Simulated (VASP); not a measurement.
# Sb2C3: single point with PBE

Crystal: Sb2C3.

```
CELL_PARAMETERS angstrom
0.00000 4.06280 6.16479
3.79690 0.00000 6.16479
3.79690 4.06280 0.00000
ATOMIC_POSITIONS crystal
Sb 0.71800 0.28200 0.71800
Sb 0.28200 0.71800 0.28200
Sb 0.25000 0.25000 0.25000
Sb 0.75000 0.75000 0.75000
C 0.71970 0.13330 0.28030
C 0.86670 0.28030 0.13330
C 0.28030 0.86670 0.71970
C 0.13330 0.71970 0.86670
C 0.85190 0.85190 0.14810
C 0.14810 0.14810 0.85190
```

```
Program             : VASP 6.6.1
Task                : single point
Functional          : PBE
Potentials or basis : VASP PAW PBE potentials, release 64 (Sb, C)
Cutoff              : 520 eV
k mesh              : 4 × 4 × 4
Occupations         : gaussian, width 0.1 eV
Spin                : no spin polarisation
```

```yaml
Pressure: -19.8 GPa
Largest_force: 2.482 eV/Å
Band_gap_on_the_k_mesh: zero (bands 22 and 23 overlap by 0.48 eV)
```

Forces on the atoms (eV/Å):
```
Sb   0.000 -0.130  0.000
Sb   0.000  0.130  0.000
Sb   0.000  0.000  0.000
Sb   0.000  0.000  0.000
C   -2.151  0.000  1.226
C   -2.151  0.000 -1.226
C    2.151  0.000 -1.226
C    2.151  0.000  1.226
C    0.000  0.000  2.482
C    0.000  0.000 -2.482
```

Stress tensor (GPa, compression positive):
```
-24.62   0.00   0.00
  0.00 -11.53   0.00
  0.00   0.00 -23.11
```

Levels at points of the mesh, in eV from the Fermi level:
```
           k point  band 19  band 20  band 21  band 22  band 23  band 24  band 25  band 26
(0.00, 0.00, 0.00)    -0.87    -0.70    -0.55    -0.35     0.08     0.76     0.92     1.18
(0.50, 0.00, 0.00)    -1.44    -1.12    -0.79    -0.21     0.01     0.50     0.72     0.94
(0.50, 0.50, 0.00)    -1.75    -1.25    -1.04    -0.68    -0.40    -0.37     1.14     1.97
(0.50, 0.00, 0.50)    -0.78    -0.59    -0.42    -0.34    -0.28     0.41     0.55     0.59
(0.00, 0.50, 0.50)    -1.31    -0.40    -0.26    -0.05     0.03     0.59     0.64     0.75
```

It took 4.3 min on 1 thread of Oxide Virtual Turin-like Processor (shared host), peak memory 0.36 GiB.

Caveat: the stress differs along the axes, from -25 to -12 GPa; spin-orbit coupling is left out, which moves the levels of the heavy elements; forces of over 1 eV/Å act on the atoms, so gaps and moduli don't describe the material at rest.
